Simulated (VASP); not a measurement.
Crystal: SnSe.

```
Sn Se
1.0
     0.00000    3.01000    3.01000
     3.01000    0.00000    3.01000
     3.01000    3.01000    0.00000
Sn Se
1 1
Direct
  0.00000 0.00000 0.00000
  0.50000 0.50000 0.50000
```

* Program: VASP 6.6.1
* Task: relaxation of cell and atoms
* Functional: PBEsol
* Dispersion: D4
* Potentials or basis: VASP PAW PBE potentials, release 64 (Sn_d, Se)
* Cutoff: 600 eV
* k mesh: 8 × 8 × 8
* Occupations: fermi-dirac, width 0.05 eV
* Spin: no spin polarisation

At the start: pressure -3.1 GPa; volume 27.27 Å³/atom.

**Question.** How do energy, volume and symmetry change on relaxing?

**Answer.** Over 3 steps the energy falls by 16.4 meV/atom and the volume is 25.67 Å³/atom (-5.9 %); space group Fm-3m (No. 225, to 0.05 Å).

Step by step:
```csv
step,energy change (eV),largest force (eV/Å),pressure (GPa),volume (Å³)
1,0.0000,0.0000,-3.09,54.54
2,-0.0302,0.0000,1.04,50.49
3,-0.0329,0.0000,0.04,51.34
```

Final structure:
```cif
data_structure
_symmetry_space_group_name_H-M 'P 1'
_symmetry_Int_Tables_number 1
_cell_length_a 4.1717
_cell_length_b 4.1717
_cell_length_c 4.1717
_cell_angle_alpha 60.000
_cell_angle_beta 60.000
_cell_angle_gamma 60.000
_cell_volume 51.34
loop_
_atom_site_label
_atom_site_type_symbol
_atom_site_fract_x
_atom_site_fract_y
_atom_site_fract_z
_atom_site_occupancy
Sn1 Sn 0.00000 0.00000 0.00000 1
Se1 Se 0.50000 0.50000 0.50000 1
```

Caveat: the PAW data sets were made with another functional, which shifts forces and pressure a little.
